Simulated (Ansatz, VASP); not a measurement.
# Sn: VASP beside Ansatz

The input INCAR:

```
ALGO     = Normal         # electronic algorithm
EDIFF    = 1E-6           # SCF threshold, eV
ENCUT    = 520            # plane-wave cutoff, eV
GGA      = RP             # functional
GGA_COMPAT= False        
ISIF     = 2              # what is computed and relaxed
ISMEAR   = 1              # smearing method
IVDW     = 13             # dispersion correction
LASPH    = True           # aspherical terms in the spheres
LCHARG   = False          # write CHGCAR
LORBIT   = 11             # projections on sites
LORBMOM  = True         
LREAL    = False          # projectors in reciprocal space
LSORBIT  = True           # spin-orbit coupling
LWAVE    = False          # write WAVECAR
MAGMOM   = 0 0 0 0 0 0    # initial moments
NBANDS   = 40             # bands
NELM     = 150            # most SCF steps
PREC     = Accurate       # precision mode
SIGMA    = 0.15           # smearing width, eV
```

The input KPOINTS:

```
k-points
0
Gamma
  7 7 7
```

File POSCAR:

```
Sn
1.0
    0.0000000000      3.2333428000      3.2333428000
    3.2333428000      0.0000000000      3.2333428000
    3.2333428000      3.2333428000      0.0000000000
Sn
2
Direct
    0.7500000000      0.7500000000      0.7500000000
    0.5000000000      0.5000000000      0.5000000000
```

Contents of input.yaml:

```yaml
crystal:
  lattice:
    - [0.0, 3.2333428, 3.2333428]
    - [3.2333428, 0.0, 3.2333428]
    - [3.2333428, 3.2333428, 0.0]
  atoms:
    - { symbol: Sn, position: [0.75, 0.75, 0.75] }
    - { symbol: Sn, position: [0.5, 0.5, 0.5] }
hamiltonian:
  xc: rpbe
  pseudopotentials: { kind: paw_fr }
  dispersion: d4
magnetization:
  noncollinear: true
  spin_orbit: true
kpoints:
  mp_grid: { grid: [7, 7, 7] }
  band_path:
    path:
      - [[0.0, 0.0, 0.0], [0.5, 0.0, 0.5], [0.5, 0.25, 0.75], [0.375, 0.375, 0.75], [0.0, 0.0, 0.0], [0.5, 0.5, 0.5], [0.625, 0.25, 0.625], [0.5, 0.25, 0.75], [0.5, 0.5, 0.5], [0.375, 0.375, 0.75]]
      - [[0.625, 0.25, 0.625], [0.5, 0.0, 0.5]]
    npoints: 14
scf:
  occupations: { method: methfessel_paxton, width: 0.15 }
  n_extra_bands: 6
output:
  forces: true
  stress: true
  eigenvalues: true
  fatbands: false
```

Alike in both runs: functional RPBE; dispersion D4; k mesh 7 × 7 × 7; occupations methfessel-paxton of order 1, width 0.15 eV; non-collinear spin, spin-orbit coupling.

```csv
,VASP,Ansatz
version,VASP 6.6.1,Ansatz 0.2.0
potentials or method,"VASP PAW PBE potentials, release 64 (Sn_d)",Ansatz PAW
plane-wave cutoff (eV),520,420
valence electrons in the cell,28,28
task,single point,band structure
```

```tsv
	VASP	Ansatz	Ansatz less VASP
pressure (GPa)	1.9	1.9	-0.01
net moment per atom (μB)	0.00	0.00	0.000
```

VASP's potentials were made for PBE, not for RPBE.
